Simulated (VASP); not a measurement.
Set up this calculation in VASP 6.6.1, as the native input.

| Property | Result |
| --- | --- |
| Task | single point |
| Functional | PBE |
| Potentials or basis | VASP PAW PBE potentials, release 64 (Al, Ge_d, Ru_pv) |
| Cutoff | 520 eV |
| k mesh | 12 × 12 × 4 |
| Occupations | gaussian, width 0.1 eV |
| Spin | no spin polarisation |
| Dipole correction | no |
| Further INCAR settings | ALGO = Fast; EDIFF = 1e-07; NBANDS = 34 |

The structure of Al3Ge2Ru lies in POSCAR:

```
Al3Ge2Ru
1.0
    3.1227177040      0.0000000000      0.0000000000
    0.0000000000      3.1227177040      0.0000000000
    0.0000000000      0.0000000000      9.9373892427
Al Ge Ru
3 2 1
Direct
    0.5000000000      0.5000000000      0.1377745051
    0.5000000000      0.5000000000      0.5000000000
    0.5000000000      0.5000000000      0.8622254949
    0.0000000000      0.0000000000      0.3138046925
    0.0000000000      0.0000000000      0.6861953075
    0.0000000000      0.0000000000      0.0000000000
```

These files were run (other wordings do the same):

INCAR

```
SYSTEM = Al3Ge2Ru
ALGO = Fast ; EDIFF = 1E-7
ENCUT = 520 ; GGA = PE
ISIF = 2 ; ISMEAR = 0
LASPH = .True. ; LCHARG = .False.
LREAL = .False. ; LWAVE = .False.
NBANDS = 34 ; NELM = 100
PREC = Accurate ; SIGMA = 0.1
```

KPOINTS

```
k-points
0
Gamma
  12 12 4
  0 0 0
```

Potentials or basis: VASP PAW PBE potentials, release 64 (Al, Ge_d, Ru_pv).

Run with:

```sh
$ cat potpaw_PBE.64/Al/POTCAR potpaw_PBE.64/Ge_d/POTCAR potpaw_PBE.64/Ru_pv/POTCAR > POTCAR
$ mpirun -np 1 vasp_std > vasp.out
```

It gave:

```json
{
 "Pressure": "0.0 GPa"
}
```

Run time: 4.4 min on 1 thread of Intel Xeon 6975P-C, on a shared host, peak memory 0.39 GiB.
